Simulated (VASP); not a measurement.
A run of VASP 6.6.1 is set up as follows.

File INCAR:

```
PREC     = Accurate       # precision mode
ENCUT    = 520            # plane-wave cutoff, eV
EDIFF    = 1E-7           # SCF threshold, eV
ISMEAR   = 0              # smearing method
SIGMA    = 0.1            # smearing width, eV
LREAL    = F              # projectors in reciprocal space
LASPH    = T              # aspherical terms in the spheres
NELM     = 60             # most SCF steps
ALGO     = Fast           # electronic algorithm
ISIF     = 2              # what is computed and relaxed
LWAVE    = F              # write WAVECAR
LCHARG   = F              # write CHGCAR
GGA      = PE             # functional
NBANDS   = 27             # bands
```

Contents of KPOINTS:

```
regular mesh
0
Gamma
  12 12 16
```

POSCAR

```
TiW2
1.0
    4.2967327563      0.0000000000      0.0000000000
   -2.1483663781      3.7210797202      0.0000000000
    0.0000000000      0.0000000000      2.6585386375
Ti W
1 2
Direct
    0.0000000000      0.0000000000      0.0000000000
    0.3333333333      0.6666666667      0.3406753439
    0.6666666667      0.3333333333      0.6593246561
```

Potentials or basis: VASP PAW PBE potentials, release 64 (Ti_sv, W_sv).

Launch:

```console
$ cat potpaw_PBE.64/Ti_sv/POTCAR potpaw_PBE.64/W_sv/POTCAR > POTCAR
$ mpirun -np 1 vasp_std > vasp.out
```

Task: What does it give for the band gap on the k mesh?

Result: Zero (bands 20 and 21 overlap by 1.51 eV).

Task: Predict the largest force.

Result: 0.015 eV/Å.

Task: What does it give for the pressure?

Result: 37.7 GPa.

Forces in eV/Å, atoms in the order of the input:
```
Ti   0.000  0.000  0.000
W    0.000  0.000 -0.015
W    0.000  0.000  0.015
```

Caveat: the cell stands under pressure; spin-orbit coupling is left out, which moves the levels of the heavy elements.
